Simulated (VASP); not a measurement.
The system is CdSiSb2.

```
Cd Sb Si
1.0
     4.31445    0.00000    0.00000
     0.00000    4.31445    0.00000
     0.00000    0.00000    6.10155
Cd Sb Si
1 2 1
Direct
  0.00000 0.00000 0.00000
  0.00000 0.50000 0.25000
  0.50000 0.00000 0.75000
  0.50000 0.50000 0.50000
```

* Program: VASP 6.6.1
* Task: relaxation of cell and atoms
* Functional: PBE
* Potentials or basis: VASP PAW PBE potentials, release 64 (Cd, Sb, Si)
* Cutoff: 600 eV
* k mesh: 6 × 6 × 4
* Occupations: fermi-dirac, width 0.02 eV
* Spin: no spin polarisation

At the start: pressure 6.2 GPa; volume 28.39 Å³/atom.

Question: Where does the relaxation end?

Answer: Over 12 steps the energy falls by 82.0 meV/atom and the volume is 31.53 Å³/atom (+11.0 %); space group P-4m2 (No. 115, to 0.1 Å) before and after.

Step by step:
| step | energy change (eV) | largest force (eV/Å) | pressure (GPa) | volume (Å³) |
| --- | --- | --- | --- | --- |
| 1 | 0.0000 | 1.1010 | 6.20 | 113.58 |
| 2 | -0.2576 | 0.3742 | -1.93 | 132.61 |
| 3 | -0.2836 | 0.5107 | -0.42 | 127.55 |
| 4 | -0.3079 | 0.3050 | -0.20 | 126.78 |
| 5 | -0.3223 | 0.0033 | 0.17 | 125.69 |
| 6 | -0.3224 | 0.0298 | 0.20 | 125.60 |
| 7 | -0.3259 | 0.0404 | -0.06 | 126.33 |
| 8 | -0.3267 | 0.0471 | -0.27 | 126.93 |
| 9 | -0.3280 | 0.0200 | 0.03 | 126.01 |
| 10 | -0.3280 | 0.0236 | -0.01 | 126.13 |
| 11 | -0.3281 | 0.0104 | -0.01 | 126.12 |
| 12 | -0.3281 | 0.0010 | 0.00 | 126.11 |

Final structure:
```xyz
4
Lattice="4.4038 0.0000 0.0000 0.0000 4.4038 0.0000 0.0000 0.0000 6.5029" Properties=species:S:1:pos:R:3 pbc="T T T"
Cd    0.0000    0.0000    0.0000
Sb    0.0000    2.2019    1.7364
Sb    2.2019    0.0000    4.7664
Si    2.2019    2.2019    3.2514
```
